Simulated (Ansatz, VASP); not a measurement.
# One calculation of P, two programs

Contents of INCAR:

```
PREC     = Accurate       # precision mode
ENCUT    = 520            # plane-wave cutoff, eV
EDIFF    = 1E-7           # SCF threshold, eV
ISMEAR   = -1             # smearing method
SIGMA    = 0.05           # smearing width, eV
LREAL    = F              # projectors in reciprocal space
LASPH    = T              # aspherical terms in the spheres
NELM     = 60             # most SCF steps
ALGO     = Normal         # electronic algorithm
ISIF     = 2              # what is computed and relaxed
LWAVE    = F              # write WAVECAR
LCHARG   = T              # write CHGCAR
GGA      = RE             # functional
LELF     = T              # ELF
LVHAR    = T            
NBANDS   = 18             # bands
```

File KPOINTS:

```
regular mesh
0
Gamma
  9 9 6
```

The input POSCAR:

```
P
1.0
    1.7260022903     -7.8973052218      0.0000000000
    1.7260022903      7.8973052218      0.0000000000
    0.0000000000      0.0000000000      4.8969409442
P
4
Direct
    0.0689909011      0.9310090989      0.9084753894
    0.5689909011      0.4310090989      0.5915246106
    0.9310090989      0.0689909011      0.0915246106
    0.4310090989      0.5689909011      0.4084753894
```

Input for Ansatz:

```yaml
crystal:
  lattice:
    - [1.7260022903, -7.8973052218, 0.0]
    - [1.7260022903, 7.8973052218, 0.0]
    - [0.0, 0.0, 4.8969409442]
  atoms:
    - { symbol: P, position: [0.0689909011, 0.9310090989, 0.9084753894] }
    - { symbol: P, position: [0.5689909011, 0.4310090989, 0.5915246106] }
    - { symbol: P, position: [0.9310090989, 0.0689909011, 0.0915246106] }
    - { symbol: P, position: [0.4310090989, 0.5689909011, 0.4084753894] }
hamiltonian:
  xc: revpbe
  pseudopotentials:
    kind: paw
    azcp:
      P: "pseudopotentials/P.paw.azcp"
basis:
  ecutwfc: 420
  fft_grid_basis: typed
kpoints:
  mp_grid: { grid: [9, 9, 6], shift: [0, 0, 0] }
magnetization:
  spin_polarized: false
scf:
  occupations: { method: fermi_dirac, width: 0.05 }
output:
  stress: true
```

Alike in both runs: task single point; functional revPBE; k mesh 9 × 9 × 6; occupations fermi-dirac, width 0.05 eV; no spin polarisation.

|  | VASP | Ansatz |
| --- | --- | --- |
| version | VASP 6.6.1 | Ansatz 0.2.0 |
| potentials or method | VASP PAW PBE potentials, release 64 (P), cutoff 520 eV | plane waves (420 eV) with PAW, scalar-relativistic |
| valence electrons in the cell | 20 | 20 |

Ansatz gave:

| Item | Value |
| --- | --- |
| pressure (GPa) | -4.2 |
| traceless stress, the component that is largest in VASP (GPa) | -1.21 |

What did VASP give for the same quantities?

Pressure (GPa): -4.4; traceless stress, the component that is largest in VASP (GPa): -1.21.

VASP's potentials were made for PBE, not for revPBE.
